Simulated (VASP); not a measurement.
Write the native input for VASP 6.6.1 that does the following.

* Task: dielectric tensor
* Functional: r2SCAN
* Potentials or basis: VASP PAW PBE potentials, release 64 (C)
* Cutoff: 520 eV
* k mesh: 10 × 10 × 10
* Occupations: gaussian, width 0.01 eV
* Spin: no spin polarisation
* Dipole correction: no
* Further INCAR settings: ALGO = Normal; EDIFF = 1e-08

The structure of C lies in POSCAR:

```
C
1.0
    0.0000000000      1.7801241425      1.7801241425
    1.7801241425      0.0000000000      1.7801241425
    1.7801241425      1.7801241425      0.0000000000
C
2
Direct
    0.0000000000      0.0000000000      0.0000000000
    0.2500000000      0.2500000000      0.2500000000
```

The input as run:

INCAR

```
SYSTEM = C
ALGO     = Normal         ! electronic algorithm
EDIFF    = 1E-8           ! SCF threshold, eV
ENCUT    = 520            ! plane-wave cutoff, eV
ISIF     = 2              ! what is computed and relaxed
ISMEAR   = 0              ! smearing method
LASPH    = .True.         ! aspherical terms in the spheres
LCALCEPS = .True.       
LCHARG   = .False.        ! write CHGCAR
LMIXTAU  = .True.       
LREAL    = .False.        ! projectors in reciprocal space
LWAVE    = .False.        ! write WAVECAR
METAGGA  = R2SCAN         ! meta-GGA
NELM     = 80             ! most SCF steps
PREC     = Accurate       ! precision mode
SIGMA    = 0.01           ! smearing width, eV
```

KPOINTS

```
k-points
0
Gamma
  10 10 10
  0 0 0
```

Potentials or basis: VASP PAW PBE potentials, release 64 (C).

Run with:

```bash
$ cat potpaw_PBE.64/C/POTCAR > POTCAR
$ mpirun -np 1 vasp_std > vasp.out
```

It gave:

```yaml
Band_gap_on_the_k_mesh: 4.38 eV, indirect (least direct gap 5.85 eV)
Electronic_dielectric_tensor_diagonal: 5.79
Born_charges_mean_of_the_diagonal: C +0.00 e
```

Run time: 32 min on 1 thread of AMD EPYC 7R43 64-Core Processor (Zen 3), on a shared host, peak memory 0.19 GiB.
